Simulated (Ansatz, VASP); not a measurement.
## One calculation of Sb, two programs

```
CELL_PARAMETERS angstrom
3.06161 0.00000 0.00000
0.00000 3.06161 0.00000
0.00000 0.00000 3.06161
ATOMIC_POSITIONS crystal
Sb 0.00000 0.00000 0.00000
```

Alike in both runs: functional PBE; dispersion D3(BJ); k mesh 14 × 14 × 14; occupations gaussian, width 0.1 eV; no spin polarisation.

Ansatz relaxed the structure, and its values are those at the end. VASP's run is a single point on that final structure, the one shown.

```csv
,VASP,Ansatz
version,VASP 6.6.1,Ansatz 0.2.0
potentials or method,"VASP PAW PBE potentials, release 64 (Sb), cutoff 520 eV","scalar-relativistic, plane waves, PAW"
valence electrons in the cell,5,15
```

```tsv
	VASP	Ansatz	Ansatz less VASP
gap on the k mesh at the Fermi level (eV)	none	none	-
pressure (GPa)	0.0	0.0	0.00
```

A gap of «none» marks a metal or a gap that the smearing closes. VASP's potentials hold 5 valence electrons a cell and Ansatz's 15, so a difference there can come from the potentials and not from the codes.

Neither program's run includes spin-orbit coupling.
